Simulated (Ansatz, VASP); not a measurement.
## Two plane-wave programs on Zn

File POSCAR:

```
Zn
1.0
   14.0000000000      0.0000000000      0.0000000000
    0.0000000000     14.4000000000      0.0000000000
    0.0000000000      0.0000000000     14.8000000000
Zn
1
Direct
    0.5000000000      0.5000000000      0.5000000000
```

The input INCAR.step1:

```
ALGO     = Normal         # electronic algorithm
EDIFF    = 1E-5           # SCF threshold, eV
ENCUT    = 520            # plane-wave cutoff, eV
GGA      = PE             # functional
ISIF     = 2              # what is computed and relaxed
ISMEAR   = -1             # smearing method
ISPIN    = 2              # spin polarisation
ISYM     = 0            
LASPH    = True           # aspherical terms in the spheres
LCHARG   = False          # write CHGCAR
LORBIT   = 11             # projections on sites
LREAL    = False          # projectors in reciprocal space
LWAVE    = True           # write WAVECAR
MAGMOM   = 0.01           # initial moments
NBANDS   = 16             # bands
NELM     = 150            # most SCF steps
PREC     = Accurate       # precision mode
SIGMA    = 0.01           # smearing width, eV
```

File INCAR.step2:

```
ALGO     = Normal         # electronic algorithm
EDIFF    = 1E-7           # SCF threshold, eV
ENCUT    = 520            # plane-wave cutoff, eV
GGA      = PE             # functional
HFSCREEN = 0.2079         # screening, 1/A
ISIF     = 2              # what is computed and relaxed
ISMEAR   = -1             # smearing method
ISPIN    = 2              # spin polarisation
ISTART   = 1            
ISYM     = 0            
LASPH    = True           # aspherical terms in the spheres
LCHARG   = False          # write CHGCAR
LHFCALC  = True           # exact exchange
LORBIT   = 11             # projections on sites
LREAL    = False          # projectors in reciprocal space
LWAVE    = False          # write WAVECAR
MAGMOM   = 0.01           # initial moments
NBANDS   = 16             # bands
NELM     = 150            # most SCF steps
PREC     = Accurate       # precision mode
PRECFOCK = Normal       
SIGMA    = 0.01           # smearing width, eV
```

KPOINTS

```
k-points
0
Gamma
  1 1 1
```

Input for Ansatz:

```yaml
crystal:
  lattice:
    - [14.0, 0.0, 0.0]
    - [0.0, 14.4, 0.0]
    - [0.0, 0.0, 14.8]
  atoms:
    - { symbol: Zn, position: [0.5, 0.5, 0.5], spin: 0.01 }
  symmetry: { detect: false, time_reversal: true }
hamiltonian:
  xc: hse06
  pseudopotentials:
    kind: paw
    azcp:
      Zn: "pseudopotentials/Zn.paw.azcp"
basis:
  ecutwfc: 420
  fft_grid_basis: typed
kpoints:
  mp_grid: { grid: [1, 1, 1], shift: [0, 0, 0] }
magnetization:
  spin_polarized: true
scf:
  occupations: { method: fermi_dirac, width: 0.01 }
output:
  write_density: true
  write_potential: true
  elf: true
  volumetric_format: npy
```

Alike in both runs: task single point; functional HSE06; k mesh 1 × 1 × 1; occupations fermi-dirac, width 0.01 eV; collinear spin.

```csv
,VASP,Ansatz
version,VASP 6.6.1,Ansatz 0.2.0
potentials or method,"VASP PAW PBE potentials, release 64 (Zn), cutoff 520 eV","plane waves (420 eV) with PAW, scalar-relativistic"
valence electrons in the cell,12,12
```

Ansatz gave:

| Quantity | Value |
| --- | --- |
| gap on the k mesh at the Fermi level (eV) | 5.43 |
| net moment per atom (μB) | 0.00 |

**Question.** What did VASP give for the same quantities?

**Answer.** gap on the k mesh at the Fermi level (eV): 5.44; net moment per atom (μB): 0.00.

Ansatz's warnings: seeded moment not kept, stability check not made, unseeded exchange loop, xc potential rough in thin density.
